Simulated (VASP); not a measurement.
Crystal: KF.

```
K F
1.0
     3.49355    0.00000    0.00000
    -1.74677    3.02550    0.00000
     0.00000    0.00000    5.69448
K F
2 2
Direct
  0.00000 0.00000 0.00000
  0.00000 0.00000 0.50000
  0.33333 0.66667 0.25000
  0.66667 0.33333 0.75000
```

| Item | Value |
| --- | --- |
| Program | VASP 6.6.1 |
| Task | relaxation of cell and atoms |
| Functional | PBE |
| Potentials or basis | VASP PAW PBE potentials, release 64 (K_sv, F) |
| Cutoff | 600 eV |
| k mesh | 12 × 12 × 4 |
| Occupations | fermi-dirac, width 0.02 eV |
| Spin | no spin polarisation |

At the start: pressure 17.1 GPa; volume 15.05 Å³/atom.

**Question.** Where does the relaxation end?

**Answer.** Over 9 steps the energy falls by 217.1 meV/atom and the volume is 19.85 Å³/atom (+31.9 %); space group P6_3/mmc (No. 194, to 0.1 Å) before and after.

The path:
```
step  energy change (eV)  largest force (eV/Å)  pressure (GPa)  volume (Å³)
   1              0.0000                0.0000           17.10        60.19
   2             -0.8222                0.0000            2.20        75.26
   3             -0.8550                0.0000            0.49        78.70
   4             -0.8581                0.0000           -0.14        80.18
   5             -0.8579                0.0000           -0.32        80.62
   6             -0.8637                0.0000           -0.30        80.43
   7             -0.8678                0.0000           -0.27        80.07
   8             -0.8683                0.0000           -0.03        79.49
   9             -0.8684                0.0000            0.00        79.41
```

Final structure:
```
K F
1.0
     3.73906    0.00000    0.00000
    -1.86953    3.23812    0.00000
     0.00000    0.00000    6.55851
K F
2 2
Direct
  0.00000 0.00000 0.00000
  0.00000 0.00000 0.50000
  0.33333 0.66667 0.25000
  0.66667 0.33333 0.75000
```

Caveat: the volume moved by over 15 % at a fixed basis, so the end points are rough.
